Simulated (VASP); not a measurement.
A run of VASP 6.6.1:

File INCAR:

```
SYSTEM = NbB2P3
ALGO = Normal ; EDIFF = 1E-6
EDIFFG = -0.04 ; ENCUT = 600
GGA = PE ; IBRION = 2
ISIF = 3 ; ISMEAR = 0
LASPH = .TRUE. ; LCHARG = .FALSE.
LREAL = .FALSE. ; LWAVE = .FALSE.
NELM = 100 ; NSW = 90
PREC = Accurate ; SIGMA = 0.1
```

KPOINTS

```
k-points
0
G
  6 6 6
  0 0 0
```

The input POSCAR:

```
NbB2P3
1.0
    5.6666151900      0.0000000000      0.0000000000
   -2.8333076000      4.9074327100      0.0000000000
    0.0000000000      0.0000000000      3.0883673900
Nb B P
1 2 3
Direct
    0.0000000000      0.0000000000      0.0000000000
    0.3333333300      0.6666666700      0.0000000000
    0.6666666700      0.3333333300      0.0000000000
    0.5000000000      0.0000000000      0.5000000000
    0.5000000000      0.5000000000      0.5000000000
    0.0000000000      0.5000000000      0.5000000000
```

Potentials or basis: VASP PAW PBE potentials, release 64 (Nb_sv, B, P).

Launch:

```console
$ cat potpaw_PBE.64/Nb_sv/POTCAR potpaw_PBE.64/B/POTCAR potpaw_PBE.64/P/POTCAR > POTCAR
$ mpirun -np 1 vasp_std > vasp.out
```

Hardware: 1 thread of Intel(R) Xeon(R) Platinum 8259CL CPU @ 2.50GHz (Skylake/Cascade Lake) (shared host).

Task: Estimate the wall time of this run.

Result: It took 4.2 min on 1 thread of Intel(R) Xeon(R) Platinum 8259CL CPU @ 2.50GHz (Skylake/Cascade Lake) (shared host), peak memory 0.29 GiB. Counts: scf iterations 55, k points 28, ion steps 5.
